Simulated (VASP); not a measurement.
A run of VASP 6.6.1 is set up as follows.

The input INCAR:

```
  PREC = Accurate
  ENCUT = 450
  EDIFF = 1E-6
  ISMEAR = 0
  SIGMA = 0.1
  LREAL = F
  LASPH = T
  NELM = 300
  ALGO = Normal
  ISIF = 2
  LWAVE = F
  LCHARG = F
  LDIPOL = T
  IDIPOL = 3
  DIPOL = 0.5 0.5 0.500
  GGA = PS
  NBANDS = 71
  GGA_COMPAT = F
  NELMDL = -8
  AMIX = 0.1
  BMIX = 1E-4
  AMIX_MAG = 0.4
  BMIX_MAG = 1E-4
  KPAR = 4
```

The input KPOINTS:

```
regular mesh
0
Gamma
  9 9 1
```

Contents of POSCAR:

```
Ti
1.0
    4.5152900626      0.0000000000      0.0000000000
   -2.2576450313      3.9103558997      0.0000000000
    0.0000000000      0.0000000000     23.3963809492
Ti
10
Direct
    0.0000000000      0.0000000000      0.3272991652
    0.3333333333      0.6666666667      0.3813800536
    0.6666666667      0.3333333333      0.3813800536
    0.0000000000      0.0000000000      0.4395898770
    0.3333333333      0.6666666667      0.4999999988
    0.6666666667      0.3333333333      0.4999999988
    0.0000000000      0.0000000000      0.5604101209
    0.3333333333      0.6666666667      0.6186199486
    0.6666666667      0.3333333333      0.6186199486
    0.0000000000      0.0000000000      0.6727008348
```

Potentials or basis: VASP PAW PBE potentials, release 64 (Ti_sv).

Run with:

```console
$ cat potpaw_PBE.64/Ti_sv/POTCAR > POTCAR
$ mpirun -np 4 vasp_std > vasp.out
```

(1) What does it give for the largest force?

(2) Predict the band gap on the k mesh.

## Answers

(1) 0.012 eV/Å.

(2) zero (bands 60 and 61 overlap by 0.56 eV).

Caveat: the PAW data sets were made with another functional, which shifts forces and pressure a little.
